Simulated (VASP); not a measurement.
# Ge (Fd-3m) in VASP: further runs, part 2 of 2

VASP 6.6.1.

## 6. Relaxation of cell and atoms, LDA, target pressure 1 GPa, at which the enthalpy is minimised

This run uses another cell than the first one, of 22.22 Å³/atom.

INCAR reads:

```
SYSTEM = Ge
PREC = Accurate ; ENCUT = 600
EDIFF = 1E-6 ; ISMEAR = -1
SIGMA = 0.1 ; LREAL = .False.
LASPH = .True. ; NELM = 80
ALGO = Normal ; ISIF = 3
LWAVE = .False. ; LCHARG = .False.
IBRION = 2 ; NSW = 100
EDIFFG = -0.002 ; PSTRESS = 10.0
```

KPOINTS reads:

```
Automatic mesh
0
Gamma
  14 14 14
  0 0 0
```

POSCAR reads:

```
Ge
1.0
    0.0000000000      2.8113408934      2.8113408934
    2.8113408934      0.0000000000      2.8113408934
    2.8113408934      2.8113408934      0.0000000000
Ge
2
Direct
    0.5000000000      0.5000000000      0.5000000000
    0.7500000000      0.7500000000      0.7500000000
```

Potentials or basis: VASP PAW LDA potentials, release 64 (Ge_d).

Launch:

```sh
$ cat potpaw_LDA.64/Ge_d/POTCAR > POTCAR
$ mpirun -np 1 vasp_std > vasp.out
```

OUTCAR:

```text
SYSTEM = Ge
   PREC = Accurate
   ENCUT = 600
   EDIFF = 1E-6
   ISMEAR = -1
   LREAL = .False.
   LASPH = .True.
   NELM = 80
   ISIF = 3
   IBRION = 2
   NSW = 100
   EDIFFG = -0.002
   PSTRESS = 10.0

 ion  position               nearest neighbor table
   1  0.500  0.500  0.500-   2 2.43   2 2.43   2 2.43   2 2.43
   2  0.750  0.750  0.750-   1 2.43   1 2.43   1 2.43   1 2.43

  LATTYP: Found a face centered cubic cell.
 ALAT       =     5.6226817868

  Lattice vectors:

 A1 = (   0.0000000000,   2.8113408934,   2.8113408934)
 A2 = (   2.8113408934,   0.0000000000,   2.8113408934)
 A3 = (   2.8113408934,   2.8113408934,   0.0000000000)

Analysis of symmetry for initial positions (statically):
=====================================================================
 Subroutine PRICEL returns:
 Original cell was already a primitive cell.

 Routine SETGRP: Setting up the symmetry group for a
 face centered cubic supercell.

 Subroutine GETGRP returns: Found 48 space group operations
 (whereof 24 operations were pure point group operations)
 out of a pool of 48 trial point group operations.

The static configuration has the point symmetry T_d .
 The point group associated with its full space group is O_h .

Analysis of symmetry for dynamics (positions and initial velocities):
=====================================================================
 Subroutine PRICEL returns:
 Original cell was already a primitive cell.

 Routine SETGRP: Setting up the symmetry group for a
 face centered cubic supercell.

 Subroutine GETGRP returns: Found 48 space group operations
 (whereof 24 operations were pure point group operations)
 out of a pool of 48 trial point group operations.

The dynamic configuration has the point symmetry T_d .
 The point group associated with its full space group is O_h .

 Subroutine INISYM returns: Found 48 space group operations
 (whereof 24 operations are pure point group operations),
 and found     1 'primitive' translations

----------------------------------------------------------------------------------------

                                     Primitive cell

  volume of cell :      44.4396

  direct lattice vectors                    reciprocal lattice vectors
     0.000000000  2.811340893  2.811340893    -0.177851075  0.177851075  0.177851075
     2.811340893  0.000000000  2.811340893     0.177851075 -0.177851075  0.177851075
     2.811340893  2.811340893  0.000000000     0.177851075  0.177851075 -0.177851075

  length of vectors
     3.975836420  3.975836420  3.975836420     0.308047098  0.308047098  0.308047098

  position of ions in fractional coordinates (direct lattice)
     0.500000000  0.500000000  0.500000000
     0.750000000  0.750000000  0.750000000

  ion indices of the primitive-cell ions
   primitive index   ion index
                 1           1
                 2           2

----------------------------------------------------------------------------------------

 KPOINTS: Automatic mesh

Automatic generation of k-mesh.
[... 25 lines left out ...]
  0.142857  0.000000  0.000000      8.000000
  0.214286  0.000000  0.000000      8.000000
  0.285714  0.000000  0.000000      8.000000
  0.357143  0.000000  0.000000      8.000000
[... 16 lines left out ...]
  0.214286  0.142857  0.000000     24.000000
  0.285714  0.142857  0.000000     24.000000
 [... further k-points ...]
   k-points           NKPTS =    104   k-points in BZ     NKDIM =    104   number of bands    NBANDS=     18
   number of dos      NEDOS =    301   number of ions     NIONS =      2
   total plane-waves  NPLWV =  32768
   dimension x,y,z NGX =    32 NGY =   32 NGZ =   32
   dimension x,y,z NGXF=    64 NGYF=   64 NGZF=   64
   ions per type =               2
   NGX,Y,Z   is equivalent  to a cutoff of  13.38, 13.38, 13.38 a.u.
   NGXF,Y,Z  is equivalent  to a cutoff of  26.76, 26.76, 26.76 a.u.
 SYSTEM =  Ge
   PREC   = accura    normal or accurate (medium, high low for compatibility)
   ISTART =      0    job   : 0-new  1-cont  2-samecut
   ICHARG =      2    charge: 1-file 2-atom 10-const
   ISPIN  =      1    spin polarized calculation?
   LNONCOLLINEAR =      F non collinear calculations
   LSORBIT =      F    spin-orbit coupling
   LASPH  =      T    aspherical Exc in radial PAW
   ENCUT  =  600.0 eV  44.10 Ry    6.64 a.u.   7.94  7.94  7.94*2*pi/ulx,y,z
   NELM   =     80;   NELMIN=  2; NELMDL= -5     # of ELM steps
   EDIFF  = 0.1E-05   stopping-criterion for ELM
   LREAL  =      F    real-space projection
   EDIFFG = -.2E-02   stopping-criterion for IOM
   NSW    =    100    number of steps for IOM
   IBRION =      2    ionic relax: 0-MD 1-quasi-New 2-CG
   NFREE  =      1    steps in history (QN), initial steepest desc. (CG)
   ISIF   =      3    stress and relaxation
   ISYM   =      2    0-nonsym 1-usesym 2-fastsym
   POTIM  = 0.5000    time-step for ionic-motion
   TEBEG  =    0.0;   TEEND  =   0.0 temperature during run
   PSTRESS=   10.0 pullay stress
   NELECT =      28.0000    total number of electrons
   NUPDOWN=      -1.0000    fix difference up-down
   EMIN   =  10.00;   EMAX   =-10.00  energy-range for DOS
   EFERMI =   0.00;   METHOD = LEGACY
   ISMEAR =    -1;   SIGMA  =   0.10  broadening in eV -4-tet -1-fermi 0-gaus
   EFERMI_NEDOS =   21; number of points for ismear=-14 and -15
   IALGO  =     38    algorithm
   IMIX   =      4    mixing-type and parameters
     AMIX     =   0.40;   BMIX     =  1.00
     AMIX_MAG =   1.60;   BMIX_MAG =  1.00
  volume/ion in A,a.u.               =      22.22       149.95
  Fermi-wavevector in a.u.,A,eV,Ry     =   1.403473  2.652179 26.799884  1.969736
  Thomas-Fermi vector in A             =   2.526131
   LORBIT       =      0    0 simple, 1 ext, 2 COOP (PROOUT), +10 PAW based schemes
   GGA     = CA    functional components
   LHFCALC =     F    Hartree Fock is set to
   AEXX    =    0.0000 exact exchange contribution
   IVDW    =     0    specifies the selected vdW correction
   LEPSILON=     F    determine dielectric tensor
   LRPA    =     F    only Hartree local field effects (RPA)
 conjugate gradient relaxation of ions
 non-spin polarized calculation
  energy-cutoff  :      600.00
  volume of cell :       44.44
 maximum number of plane-waves:      1524
   NGX = 15   NGY = 15   NGZ = 15

--------------------------------------- Ionic step        1  -------------------------------------------

 number of electron      27.9999994 magnetization

 Free energy of the ion-electron system (eV)
  ---------------------------------------------------
  ext. energy  EPLUGINS =         0.00000000
  ---------------------------------------------------
  free energy    TOTEN  =       -10.39284127 eV

  energy without entropy =      -10.39057738  energy(sigma->0) =      -10.39170933

------------------------ aborting loop because EDIFF is reached ----------------------------------------

  FORCE on cell =-STRESS in cart. coord.  units (eV):
  Direction    XX          YY          ZZ          XY          YZ          ZX
  --------------------------------------------------------------------------------------
  -------------------------------------------------------------------------------------
  Total        0.0554508      0.0554508      0.0554508      0.0000000      0.0000000     -0.0000000
  in kB        1.9991622      1.9991622      1.9991622      0.0000000      0.0000000     -0.0000000
  external PRESSURE =      -8.0008378 kB  Pullay stress =      10.0000000 kB
[... 63 lines left out ...]
--------------------------------------- Ionic step        3  -------------------------------------------

 number of electron      27.9999983 magnetization

 Free energy of the ion-electron system (eV)
  ---------------------------------------------------
  ext. energy  EPLUGINS =         0.00000000
  ---------------------------------------------------
  free energy    TOTEN  =       -10.39094403 eV

  energy without entropy =      -10.38884195  energy(sigma->0) =      -10.38989299

 E-fermi :   5.1036     XC(G=0): -10.4327

 val. band max:        5.0229420556   @ k =   0.0000   0.0000   0.0000
 cond. band min:       5.1582672391   @ k =   0.0000   0.0000   0.0000
 fundamental gap:      0.1353251835
 Fermi energy:         5.1036091860

 k-point     1 :       0.0000    0.0000    0.0000
  band No.  band energies     occupation
      1     -19.9614      2.00000
      2     -19.9614      2.00000
      3     -19.9614      2.00000
      4     -19.9222      2.00000
      5     -19.9222      2.00000
      6     -19.6945      2.00000
[... 481 lines left out ...]
      5     -19.8657      2.00000
      6     -19.7638      2.00000
[... 10 lines left out ...]
     17       9.9481      0.00000
     18       9.9761      0.00000

 [... further k-points ...]

------------------------ aborting loop because EDIFF is reached ----------------------------------------

  FORCE on cell =-STRESS in cart. coord.  units (eV):
  Direction    XX          YY          ZZ          XY          YZ          ZX
  --------------------------------------------------------------------------------------
  -------------------------------------------------------------------------------------
  Total        0.2743794      0.2743794      0.2743794     -0.0000000      0.0000000     -0.0000000
  in kB       10.0081834     10.0081834     10.0081834     -0.0000000      0.0000000     -0.0000000
  external PRESSURE =       0.0081834 kB  Pullay stress =      10.0000000 kB
[... 21 lines left out ...]
  energy  without entropy=      -10.3888419462  energy(sigma->0) =      -10.38989299

  enthalpy is  TOTEN    =       -10.1167890132 eV   P V=        0.2741550132

 reached required accuracy - stopping structural energy minimisation
```

It took 3 min on 1 thread of Intel Xeon 8259CL, shared host; peak memory 0.22 GiB.

Results:

- Free energy: -10.3909 eV
- Relaxed volume: 21.96 Å³/atom
- Relaxed cell: a = 3.960 Å, b = 3.960 Å, c = 3.960 Å, α = 60.00°, β = 60.00°, γ = 60.00°
- Space group after relaxing (to 0.1 Å): Fd-3m (No. 227)
- Energy change on relaxing (the run minimises the enthalpy): +0.9 meV/atom
- Ionic steps: 3
- Pressure after relaxing: 1.0 GPa
- Band gap on the k mesh: 0.14 eV

Step by step:
```tsv
step	energy change (eV)	largest force (eV/Å)	pressure (GPa)	volume (Å³)
1	0.0000	0.0000	0.20	44.44
2	0.0033	0.0000	1.26	43.73
3	0.0019	0.0000	1.00	43.92
```

Final structure:
```
Ge
1.0
     0.00000    2.80044    2.80044
     2.80044    0.00000    2.80044
     2.80044    2.80044    0.00000
Ge
2
Direct
  0.50000 0.50000 0.50000
  0.75000 0.75000 0.75000
```

Caveat: the cell is relaxed towards a set pressure, so the run minimises the enthalpy, not the energy; semilocal functionals underestimate gaps, and a narrow one can read as zero.

## 7. The runs side by side

```tsv
task	cell	cutoff (eV)	gap on the mesh (eV)	pressure (GPa)
single point	a = 3.910 Å, angles 60.0°, 2 atoms	520	0.29	4.4
single point	a = 3.941 Å, angles 60.0°, 2 atoms	520	0.21	2.3
single point	a = 3.958 Å, angles 60.0°, 2 atoms	520	0.15	1.3
single point	a = 3.976 Å, angles 60.0°, 2 atoms	520	0.03	0.2
relaxation of cell and atoms	relaxed to 1 GPa from a = 3.976 Å, angles 60.0°, 2 atoms	600	0.14	1.0
```

Alike in all rows: level LDA; potentials or basis VASP PAW LDA potentials, release 64 (Ge_d); no spin polarisation; k mesh 14 × 14 × 14; smearing fermi-dirac 0.1 eV.

Caveats: semilocal functionals underestimate gaps, and a narrow one can read as zero; the cell stands under pressure (at least some runs); the smearing spreads over this small gap (at least some runs); the cell is relaxed towards a set pressure, so the run minimises the enthalpy, not the energy (at least some runs).

Total energies depend on the potentials used, so only differences within one code and one set of settings carry meaning.

The gap in the log of VASP goes by the Fermi energy; the results here count the filled bands.